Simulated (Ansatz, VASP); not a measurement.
## One calculation of LiCl, two programs

```
Li Cl
1.0
     0.00000    2.56476    2.64170
     2.56476    0.00000    2.64170
     2.56476    2.56476    0.00000
Li Cl
1 1
Direct
  0.00000 0.00000 0.00000
  0.50000 0.50000 0.50000
```

Change from the starting cell: strain +0.000 along x and y, +0.030 along z, atoms carried along.

Alike in both runs: task single point; functional r2SCAN; k mesh 8 × 8 × 8; occupations gaussian, width 0.05 eV; no spin polarisation.

|  | VASP | Ansatz |
| --- | --- | --- |
| version | VASP 6.6.1 | Ansatz 0.2.0 |
| potentials or method | VASP PAW PBE potentials, release 64 (Li_sv, Cl), cutoff 520 eV | scalar-relativistic, plane waves, PAW |
| valence electrons in the cell | 10 | 10 |

|  | VASP | Ansatz | Ansatz less VASP |
| --- | --- | --- | --- |
| gap on the k mesh at the Fermi level (eV) | 7.07 | 7.00 | -0.065 |
| least direct gap on the mesh (eV) | 7.07 | 7.00 | -0.065 |

VASP's potentials were made for PBE, not for r2SCAN. With one functional, cell and mesh, what is left measures potentials, basis and numerics.

Noted on VASP's run: the cutoff is under 1.25 times that of the potentials, so the pressure is a little rough.
